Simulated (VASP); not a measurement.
# Mg in VASP: settings compared, part 2 of 2

VASP 6.6.1.

### 6 Single point, revPBE+D4

This run uses another cell than the first one, of 23.70 Å³/atom, 1.020 times its volume.

The input, INCAR:

```
SYSTEM = Mg
PREC = Accurate
ENCUT = 520
EDIFF = 1E-6
ISMEAR = -1
SIGMA = 0.05
LREAL = .False.
LASPH = .True.
NELM = 80
ALGO = Normal
ISIF = 2
LWAVE = .False.
LCHARG = .True.
GGA = RE
IVDW = 13
LELF = .True.
LVHAR = .True.
NBANDS = 9
```

The input, KPOINTS:

```
Automatic mesh
0
Gamma
  10 10 5
  0 0 0
```

The input, POSCAR:

```
Mg
1.0
    3.2305542618      0.0000000000      0.0000000000
   -1.6152771309      2.7977420591      0.0000000000
    0.0000000000      0.0000000000      5.2448063036
Mg
2
Direct
    0.6666666667      0.3333333333      0.7500000000
    0.3333333333      0.6666666667      0.2500000000
```

Potentials or basis: VASP PAW PBE potentials, release 64 (Mg).

The run is started by

```bash
cat potpaw_PBE.64/Mg/POTCAR > POTCAR
mpirun -np 1 vasp_std > vasp.out
```

OUTCAR:

```text
SYSTEM = Mg
   PREC = Accurate
   ENCUT = 520
   EDIFF = 1E-6
   ISMEAR = -1
   LREAL = .False.
   LASPH = .True.
   NELM = 80
   ISIF = 2
   GGA = RE
   IVDW = 13

 ion  position               nearest neighbor table
   1  0.667  0.333  0.750-   2 3.22   2 3.22   2 3.22   2 3.22   2 3.22   2 3.22
   2  0.333  0.667  0.250-   1 3.22   1 3.22   1 3.22   1 3.22   1 3.22   1 3.22

  LATTYP: Found a hexagonal cell.
 ALAT       =     3.2305542618
 C/A-ratio  =     1.6235004518

  Lattice vectors:

 A1 = (   3.2305542618,   0.0000000000,   0.0000000000)
 A2 = (  -1.6152771309,   2.7977420591,   0.0000000000)
 A3 = (   0.0000000000,   0.0000000000,   5.2448063036)

Analysis of symmetry for initial positions (statically):
=====================================================================
 Subroutine PRICEL returns:
 Original cell was already a primitive cell.

 Routine SETGRP: Setting up the symmetry group for a
 hexagonal supercell.

 Subroutine GETGRP returns: Found 24 space group operations
 (whereof 12 operations were pure point group operations)
 out of a pool of 24 trial point group operations.

The static configuration has the point symmetry D_3d.
[... 170 lines left out ...]
  band No.  band energies     occupation
      1      -4.2376      2.00000
      2       0.9050      2.00000
      3       1.3373      2.00000
      4      13.3227      0.00000
      5      13.3227      0.00000
      6      13.4055      0.00000
      7      13.4055      0.00000
      8      14.1996      0.00000
      9      15.7176      0.00000
[... 265 lines left out ...]
 k-point    24 :       0.4000    0.1000    0.2000
  band No.  band energies     occupation
      1      -0.0648      2.00000
      2       1.7121      2.00000
      3       3.1503      0.00002
      4       4.8608      0.00000
      5       6.7802      0.00000
      6       7.7500      0.00000
      7       9.2261      0.00000
      8      10.4789      0.00000
      9      12.9143      0.00000

 [... further k-points ...]

------------------------ aborting loop because EDIFF is reached ----------------------------------------

  DFT-D4 for vdW energy calculation

  Edisp (eV):   -0.52793

  FORCE on cell =-STRESS in cart. coord.  units (eV):
  Direction    XX          YY          ZZ          XY          YZ          ZX
  --------------------------------------------------------------------------------------
  -------------------------------------------------------------------------------------
  Total      -0.69547    -0.69547    -0.36868     0.00000     0.00000    -0.00000
  in kB     -23.50588   -23.50588   -12.46087     0.00000     0.00000    -0.00000
  external pressure =      -19.82 kB  Pullay stress =        0.00 kB

 VOLUME and BASIS-vectors are now :
 -----------------------------------------------------------------------------
  energy-cutoff  :      520.00
  volume of cell :       47.40
      direct lattice vectors                 reciprocal lattice vectors
     3.230554262  0.000000000  0.000000000     0.309544406  0.178715546  0.000000000
    -1.615277131  2.797742059  0.000000000     0.000000000  0.357431092  0.000000000
     0.000000000  0.000000000  5.244806304     0.000000000  0.000000000  0.190664811

 POSITION                                       TOTAL-FORCE (eV/Angst)
 -----------------------------------------------------------------------------------
      1.61528      0.93258      3.93360        -0.000000      0.000000      0.000000
     -0.00000      1.86516      1.31120         0.000000     -0.000000      0.000000
 -----------------------------------------------------------------------------------
    total drift:                                0.000000     -0.000000      0.000000

  FREE ENERGIE OF THE ION-ELECTRON SYSTEM (eV)
  ---------------------------------------------------
  free  energy   TOTEN  =        -3.2435886387 eV

  energy  without entropy=       -3.2316711314  energy(sigma->0) =       -3.23762989
```

stdout:

```text
POSCAR found type information on POSCAR Mg
 POSCAR found :  1 types and       2 ions
 scaLAPACK will be used
 -----------------------------------------------------------------------------
|                                                                             |
|                                                                             |
|     You enforced a specific xc type in the INCAR file but a different       |
|     I HOPE YOU KNOW WHAT YOU ARE DOING!                                     |
|                                                                             |
 -----------------------------------------------------------------------------

 LDA part: xc-table for (Slater+PW92), standard interpolation
 POSCAR, INCAR and KPOINTS ok, starting setup
 FFT: planning ... GRIDC
 FFT: planning ... GRID_SOFT
 FFT: planning ... GRID
 WAVECAR not read
 entering main loop
```

It took 8.8 s on 1 thread of Intel Xeon 6975P-C, shared host; peak memory 0.16 GiB.

What came out:

* Free energy: -3.2436 eV
* Pressure: -2.0 GPa
* Band gap on the k mesh: zero (band 2 reaches 3.21 eV, above the bottom of band 3 at 1.34 eV)
* Dispersion energy per atom: -0.264 eV

Stress tensor (GPa, compression positive):
```
-2.35  0.00  0.00
 0.00 -2.35  0.00
 0.00  0.00 -1.25
```

Caveat: the PAW data sets were made with another functional, which shifts forces and pressure a little; pairwise dispersion overbinds metals, which lowers pressure and volume.

### 7 Summary

| level | cell | k mesh | smearing | gap on the mesh (eV) | pressure (GPa) |
| --- | --- | --- | --- | --- | --- |
| PBE+D3(BJ) | a = 3.209, b = 3.209, c = 5.210 Å, angles 90.0, 90.0, 120.0°, 2 atoms | 7 × 7 × 4 | methfessel-paxton 0.1 eV | none | -2.3 |
| RPBE+D3(BJ) | a = 3.231, b = 3.231, c = 5.245 Å, angles 90.0, 90.0, 120.0°, 2 atoms | 10 × 10 × 5 | fermi-dirac 0.05 eV | none | -13.3 |
| RPBE+D3(BJ) | a = 3.252, b = 3.252, c = 5.279 Å, angles 90.0, 90.0, 120.0°, 2 atoms | 10 × 10 × 5 | fermi-dirac 0.05 eV | none | -13.4 |
| revPBE+D4 | a = 3.209, b = 3.209, c = 5.210 Å, angles 90.0, 90.0, 120.0°, 2 atoms | 10 × 10 × 5 | fermi-dirac 0.05 eV | none | 12.6 |
| revPBE+D4 | a = 3.231, b = 3.231, c = 5.245 Å, angles 90.0, 90.0, 120.0°, 2 atoms | 10 × 10 × 5 | fermi-dirac 0.05 eV | none | -2.0 |

Some of these runs hold the atoms at other places in the same cell, which the table doesn't show; runs alike in all that it shows share one row.

Alike in all rows: task single point; potentials or basis VASP PAW PBE potentials, release 64 (Mg); no spin polarisation; cutoff (eV) 520.

Caveats: pairwise dispersion overbinds metals, which lowers pressure and volume; the PAW data sets were made with another functional, which shifts forces and pressure a little (some runs); three body term missing (some runs).

Total energies depend on the potentials used, so only differences within one code and one set of settings carry meaning.
